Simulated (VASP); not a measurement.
# Pt (P6_3/mmc) in VASP: further runs

Pt is run at these levels: PBEsol; tasks: single point, relaxation of volume and atoms at fixed shape.

Everything below comes from runs of VASP 6.6.1. Logs are shortened: lines on timing, memory, paths and dates and some standing lists are left out, and cuts for length are marked.

**1. The cell of the first run**

It takes space group P6_3/mmc (No. 194, hexagonal). The conventional cell has a = 2.722 Å, b = 2.722 Å, c = 4.725 Å, α = 90.00°, β = 90.00°, γ = 120.00°. Pt (site symmetry -6m2) has 12 Pt at 2.72 to 2.84 Å within 3.6 Å.

**2. Single point, PBEsol**

File INCAR:

```
  PREC = Accurate
  ENCUT = 520
  EDIFF = 1E-7
  ISMEAR = 0
  SIGMA = 0.1
  LREAL = F
  LASPH = T
  NELM = 60
  ALGO = Normal
  ISIF = 2
  LWAVE = F
  LCHARG = F
  GGA = PS
  NBANDS = 17
```

File KPOINTS:

```
Automatic mesh
0
Gamma
  7 7 4
```

File POSCAR:

```
Pt
1.0
    2.7221896473     -0.0000028465      0.0000000000
   -1.3610923585      2.3574868117      0.0000000000
    0.0000000000      0.0000000000      4.7253339346
Pt
2
Direct
    0.6666666667      0.3333333333      0.7500000000
    0.3333333333      0.6666666667      0.2500000000
```

Potentials or basis: VASP PAW PBE potentials, release 64 (Pt).

Command:

```
cat potpaw_PBE.64/Pt/POTCAR > POTCAR
mpirun -np 1 vasp_std > vasp.out
```

OUTCAR:

```text
PREC = Accurate
   ENCUT = 520
   EDIFF = 1E-7
   ISMEAR = 0
   LREAL = F
   LASPH = T
   NELM = 60
   ISIF = 2
   GGA = PS

 ion  position               nearest neighbor table
   1  0.667  0.333  0.750-   2 2.84   2 2.84   2 2.84   2 2.84   2 2.84   2 2.84
   2  0.333  0.667  0.250-   1 2.84   1 2.84   1 2.84   1 2.84   1 2.84   1 2.84

  LATTYP: Found a hexagonal cell.
 ALAT       =     2.7221896473
 C/A-ratio  =     1.7358577274

  Lattice vectors:

 A1 = (   2.7221896473,  -0.0000028465,   0.0000000000)
 A2 = (  -1.3610923585,   2.3574868117,   0.0000000000)
 A3 = (   0.0000000000,   0.0000000000,   4.7253339346)

Analysis of symmetry for initial positions (statically):
=====================================================================
 Subroutine PRICEL returns:
 Original cell was already a primitive cell.

 Routine SETGRP: Setting up the symmetry group for a
 hexagonal supercell.

 Subroutine GETGRP returns: Found 24 space group operations
 (whereof 12 operations were pure point group operations)
 out of a pool of 24 trial point group operations.

The static configuration has the point symmetry D_3d.
 The point group associated with its full space group is D_6h.

Analysis of symmetry for dynamics (positions and initial velocities):
=====================================================================
 Subroutine PRICEL returns:
 Original cell was already a primitive cell.

 Routine SETGRP: Setting up the symmetry group for a
 hexagonal supercell.

 Subroutine GETGRP returns: Found 24 space group operations
 (whereof 12 operations were pure point group operations)
 out of a pool of 24 trial point group operations.

The dynamic configuration has the point symmetry D_3d.
 The point group associated with its full space group is D_6h.

 Subroutine INISYM returns: Found 24 space group operations
 (whereof 12 operations are pure point group operations),
 and found     1 'primitive' translations

----------------------------------------------------------------------------------------

                                     Primitive cell

  volume of cell :      30.3249

  direct lattice vectors                    reciprocal lattice vectors
     2.722189647 -0.000002847  0.000000000     0.367351556  0.212090008  0.000000000
    -1.361092359  2.357486812  0.000000000     0.000000444  0.424180784  0.000000000
     0.000000000  0.000000000  4.725333935     0.000000000  0.000000000  0.211625255

  length of vectors
     2.722189647  2.722189647  4.725333935     0.424180784  0.424180784  0.211625255

  position of ions in fractional coordinates (direct lattice)
     0.666666667  0.333333333  0.750000000
     0.333333333  0.666666667  0.250000000

  ion indices of the primitive-cell ions
   primitive index   ion index
                 1           1
                 2           2

----------------------------------------------------------------------------------------

 KPOINTS: Automatic mesh

Automatic generation of k-mesh.
 Grid dimensions read from file:
 generate k-points for:    7    7    4

 Generating k-lattice:

  Cartesian coordinates                     Fractional coordinates (reciprocal lattice)
     0.052478794  0.030298573  0.000000000     0.142857143 -0.000000000  0.000000000
     0.000000063  0.060597255  0.000000000     0.000000000  0.142857143  0.000000000
     0.000000000  0.000000000  0.052906314     0.000000000  0.000000000  0.250000000

  Length of vectors
     0.060597255  0.060597255  0.052906314

  Shift w.r.t. Gamma in fractional coordinates (k-lattice)
     0.000000000  0.000000000  0.000000000

 Subroutine IBZKPT returns following result:
 ===========================================

 Found     24 irreducible k-points:

 Following reciprocal coordinates:
            Coordinates               Weight
  0.000000  0.000000  0.000000      1.000000
  0.142857  0.000000  0.000000      6.000000
  0.285714 -0.000000  0.000000      6.000000
  0.428571  0.000000  0.000000      6.000000
  0.142857  0.142857  0.000000      6.000000
  0.285714  0.142857  0.000000     12.000000
[... 16 lines left out ...]
  0.428571  0.142857  0.500000      6.000000
  0.285714  0.285714  0.500000      6.000000
   k-points           NKPTS =     24   k-points in BZ     NKDIM =     24   number of bands    NBANDS=     17
   number of dos      NEDOS =    301   number of ions     NIONS =      2
   total plane-waves  NPLWV =  14400
   dimension x,y,z NGX =    20 NGY =   20 NGZ =   36
   dimension x,y,z NGXF=    40 NGYF=   40 NGZF=   72
   ions per type =               2
   NGX,Y,Z   is equivalent  to a cutoff of  12.21, 12.21, 12.67 a.u.
   NGXF,Y,Z  is equivalent  to a cutoff of  24.43, 24.43, 25.33 a.u.
 SYSTEM =  unknown system
   PREC   = accura    normal or accurate (medium, high low for compatibility)
   ISTART =      0    job   : 0-new  1-cont  2-samecut
   ICHARG =      2    charge: 1-file 2-atom 10-const
   ISPIN  =      1    spin polarized calculation?
   LNONCOLLINEAR =      F non collinear calculations
   LSORBIT =      F    spin-orbit coupling
   LASPH  =      T    aspherical Exc in radial PAW
   ENCUT  =  520.0 eV  38.22 Ry    6.18 a.u.   5.06  5.06  8.79*2*pi/ulx,y,z
   NELM   =     60;   NELMIN=  2; NELMDL= -5     # of ELM steps
   EDIFF  = 0.1E-06   stopping-criterion for ELM
   LREAL  =      F    real-space projection
   EDIFFG = 0.1E-05   stopping-criterion for IOM
   NSW    =      0    number of steps for IOM
   IBRION =     -1    ionic relax: 0-MD 1-quasi-New 2-CG
   NFREE  =      0    steps in history (QN), initial steepest desc. (CG)
   ISIF   =      2    stress and relaxation
   ISYM   =      2    0-nonsym 1-usesym 2-fastsym
   POTIM  = 0.5000    time-step for ionic-motion
   TEBEG  =    0.0;   TEEND  =   0.0 temperature during run
   PSTRESS=    0.0 pullay stress
   NELECT =      20.0000    total number of electrons
   NUPDOWN=      -1.0000    fix difference up-down
   EMIN   =  10.00;   EMAX   =-10.00  energy-range for DOS
   EFERMI =   0.00;   METHOD = LEGACY
   ISMEAR =     0;   SIGMA  =   0.10  broadening in eV -4-tet -1-fermi 0-gaus
   EFERMI_NEDOS =   21; number of points for ismear=-14 and -15
   IALGO  =     38    algorithm
   IMIX   =      4    mixing-type and parameters
     AMIX     =   0.40;   BMIX     =  1.00
     AMIX_MAG =   1.60;   BMIX_MAG =  1.00
  volume/ion in A,a.u.               =      15.16       102.32
  Fermi-wavevector in a.u.,A,eV,Ry     =   1.425011  2.692880 27.628755  2.030656
  Thomas-Fermi vector in A             =   2.545441
   LORBIT       =      0    0 simple, 1 ext, 2 COOP (PROOUT), +10 PAW based schemes
   GGA     = PS    functional components
   LHFCALC =     F    Hartree Fock is set to
   AEXX    =    0.0000 exact exchange contribution
   IVDW    =     0    specifies the selected vdW correction
   LEPSILON=     F    determine dielectric tensor
   LRPA    =     F    only Hartree local field effects (RPA)
 non-spin polarized calculation
 Gauss-broadening in eV      SIGMA  =   0.10
  energy-cutoff  :      520.00
  volume of cell :       30.32
 maximum number of plane-waves:       833
   NGX = 11   NGY = 11   NGZ = 17

 number of electron      20.0000001 magnetization

 Free energy of the ion-electron system (eV)
  ---------------------------------------------------
  ext. energy  EPLUGINS =         0.00000000
  ---------------------------------------------------
  free energy    TOTEN  =       -13.76918814 eV

  energy without entropy =      -13.73928303  energy(sigma->0) =      -13.75423559

 E-fermi :  11.0004     XC(G=0): -13.5910

 val. band max:       10.9944570238   @ k =   0.2857  -0.0000   0.0000
 cond. band min:      11.0109407063   @ k =   0.4286   0.0000   0.0000
 fundamental gap:      0.0164836825
 Fermi energy:        11.0003515519

 k-point     1 :       0.0000    0.0000    0.0000
  band No.  band energies     occupation
      1       0.7500      2.00000
      2       3.4382      2.00000
      3       6.7729      2.00000
      4       7.2628      2.00000
      5       7.2628      2.00000
      6       7.6546      2.00000
[... 9 lines left out ...]
     16      28.2004      0.00000
     17      32.4712      0.00000

 k-point     2 :       0.1429    0.0000    0.0000
  band No.  band energies     occupation
      1       1.4977      2.00000
      2       4.0976      2.00000
      3       6.5507      2.00000
      4       7.2074      2.00000
      5       7.5682      2.00000
      6       7.7522      2.00000
[... 9 lines left out ...]
     16      28.6583      0.00000
     17      29.9583      0.00000

 k-point     3 :       0.2857   -0.0000    0.0000
  band No.  band energies     occupation
      1       3.2197      2.00000
      2       4.6832      2.00000
      3       5.9731      2.00000
      4       6.6625      2.00000
      5       6.9815      2.00000
      6       7.9990      2.00000
[... 9 lines left out ...]
     16      26.4900      0.00000
     17      28.8982      0.00000

 k-point     4 :       0.4286    0.0000    0.0000
  band No.  band energies     occupation
      1       4.0732      2.00000
      2       4.2477      2.00000
      3       5.0341      2.00000
      4       7.4570      2.00000
      5       7.4992      2.00000
      6       7.7152      2.00000
[... 9 lines left out ...]
     16      23.5361      0.00000
     17      24.6896      0.00000
[... 343 lines left out ...]
      1       4.6367      2.00000
      2       4.6367      2.00000
      3       5.8689      2.00000
      4       5.8689      2.00000
      5       7.5792      2.00000
      6       7.5792      2.00000
[... 9 lines left out ...]
     16      24.8777      0.00000
     17      26.0755      0.00000

 k-point    23 :       0.4286    0.1429    0.5000
  band No.  band energies     occupation
      1       4.4990      2.00000
      2       4.4990      2.00000
      3       5.7043      2.00000
      4       5.7043      2.00000
      5       8.0506      2.00000
      6       8.0506      2.00000
[... 9 lines left out ...]
     16      24.0290      0.00000
     17      26.1580      0.00000

 k-point    24 :       0.2857    0.2857    0.5000
  band No.  band energies     occupation
      1       5.2810      2.00000
      2       5.2810      2.00000
      3       6.2434      2.00000
      4       6.2434      2.00000
      5       7.0571      2.00000
      6       7.0571      2.00000
[... 9 lines left out ...]
     16      21.2440      0.00000
     17      27.6315      0.00000

------------------------ aborting loop because EDIFF is reached ----------------------------------------

  FORCE on cell =-STRESS in cart. coord.  units (eV):
  Direction    XX          YY          ZZ          XY          YZ          ZX
  --------------------------------------------------------------------------------------
  -------------------------------------------------------------------------------------
  Total       -0.3108849     -0.3108849      0.4165923     -0.0000000     -0.0000000      0.0000000
  in kB      -16.4251893    -16.4251893     22.0100975     -0.0000000     -0.0000000      0.0000000
  external PRESSURE =      -3.6134270 kB  Pullay stress =       0.0000000 kB

 VOLUME and BASIS-vectors are now :
 -----------------------------------------------------------------------------
  energy-cutoff  :      520.00
  volume of cell :       30.32
      direct lattice vectors                 reciprocal lattice vectors
     2.722189647 -0.000002847  0.000000000     0.367351556  0.212090008  0.000000000
    -1.361092359  2.357486812  0.000000000     0.000000444  0.424180784  0.000000000
     0.000000000  0.000000000  4.725333935     0.000000000  0.000000000  0.211625255

 POSITION                                       TOTAL-FORCE (eV/Angst)
 -----------------------------------------------------------------------------------
      1.36110      0.78583      3.54400        -0.000000      0.000000      0.000000
      0.00000      1.57166      1.18133         0.000000     -0.000000      0.000000
 -----------------------------------------------------------------------------------
    total drift:                               -0.000000      0.000000     -0.000000

  FREE ENERGIE OF THE ION-ELECTRON SYSTEM (eV)
  ---------------------------------------------------
  free  energy   TOTEN  =       -13.7691881430 eV

  energy  without entropy=      -13.7392830315  energy(sigma->0) =      -13.75423559
```

Run time: 9.1 s. Hardware: 1 thread of Intel Xeon 6975P-C (Granite Rapids), shared host; peak memory 0.14 GiB.

Results:

```
Free energy            : -13.7692 eV
Pressure               : -0.4 GPa
Band gap on the k mesh : zero (band 10 reaches 11.23 eV, above the bottom of band 11 at 10.15 eV)
```

Stress tensor (GPa, compression positive):
```
-1.64  0.00  0.00
 0.00 -1.64  0.00
 0.00  0.00  2.20
```

Levels at points of the mesh, in eV from the Fermi level:
```tsv
k point	band 6	band 7	band 8	band 9	band 10	band 11	band 12	band 13	band 14	band 15
(0.00, 0.00, 0.00)	-3.35	-3.35	-1.93	-1.93	-0.98	-0.24	-0.24	4.91	14.96	15.61
(0.00, 0.00, 0.50)	-3.72	-3.72	-3.72	-0.85	-0.85	-0.85	-0.85	12.13	12.13	15.45
```

Caveat: the k points lie up to 0.38 Å⁻¹ apart; the PAW data sets were made with another functional, which shifts forces and pressure a little; spin-orbit coupling is left out, which moves the levels of the heavy elements.

**3. Relaxation of volume and atoms at fixed shape, PBEsol**

This run uses another cell than the first one, of 15.81 Å³/atom, 1.043 times its volume.

File INCAR:

```
ALGO = Normal ; EDIFF = 1E-6
EDIFFG = -0.03 ; ENCUT = 600
GGA = PS ; IBRION = 2
ISIF = 8 ; ISMEAR = 0
LASPH = True ; LCHARG = False
LREAL = False ; LWAVE = False
NELM = 80 ; NSW = 80
PREC = Accurate ; SIGMA = 0.1
```

File KPOINTS:

```
k-points
0
Gamma
  7 7 4
```

File POSCAR:

```
Pt
1.0
    2.7606700000      0.0000000000      0.0000000000
   -1.3803300000      2.3908100000      0.0000000000
    0.0000000000      0.0000000000      4.7921300000
Pt
2
Direct
    0.6666666667      0.3333333333      0.7500000000
    0.3333333333      0.6666666667      0.2500000000
```

Potentials or basis: VASP PAW PBE potentials, release 64 (Pt).

Command:

```
cat potpaw_PBE.64/Pt/POTCAR > POTCAR
mpirun -np 1 vasp_std > vasp.out
```

Wall time 36 s (1 thread of Intel Xeon 6975P-C (Granite Rapids), shared host); peak memory 0.16 GiB.

It converged, with:

| Quantity | Value |
| --- | --- |
| Free energy | -13.7694 eV |
| Relaxed volume | 15.15 Å³/atom |
| Relaxed cell | a = 2.722 Å, b = 2.722 Å, c = 4.725 Å, α = 90.00°, β = 90.00°, γ = 120.00° |
| Space group after relaxing (to 0.05 Å) | P6_3/mmc (No. 194) |
| Energy gained by relaxing | 23.6 meV/atom |
| Ionic steps | 4 |
| Pressure after relaxing | -0.1 GPa |
| Band gap on the k mesh | zero (band 10 reaches 11.24 eV, above the bottom of band 11 at 10.16 eV) |

Stress tensor (GPa, compression positive):
```
-1.37  0.00  0.00
 0.00 -1.37  0.00
 0.00  0.00  2.45
```

Step by step:
```
step  energy change (eV)  largest force (eV/Å)  pressure (GPa)  volume (Å³)
   1              0.0000                0.0000          -10.85        31.63
   2              0.3656                0.0000           44.99        26.97
   3             -0.0472                0.0000           -0.53        30.36
   4             -0.0473                0.0000           -0.10        30.31
```

Final structure:
```xyz
2
Lattice="2.7217 0.0000 0.0000 -1.3609 2.3571 0.0000 0.0000 0.0000 4.7245" Properties=species:S:1:pos:R:3 pbc="T T T"
Pt    1.3609    0.7857    3.5434
Pt    0.0000    1.5714    1.1811
```

Levels at points of the mesh, in eV from the Fermi level:
| k point | band 6 | band 7 | band 8 | band 9 | band 10 | band 11 | band 12 | band 13 | band 14 |
| --- | --- | --- | --- | --- | --- | --- | --- | --- | --- |
| (0.00, 0.00, 0.00) | -3.35 | -3.35 | -1.93 | -1.93 | -0.98 | -0.24 | -0.24 | 4.92 | 14.96 |
| (0.00, 0.00, 0.50) | -3.73 | -3.73 | -3.73 | -0.85 | -0.85 | -0.85 | -0.85 | 12.13 | 12.13 |

Caveat: the k points lie up to 0.38 Å⁻¹ apart in the final cell; the PAW data sets were made with another functional, which shifts forces and pressure a little; spin-orbit coupling is left out, which moves the levels of the heavy elements.
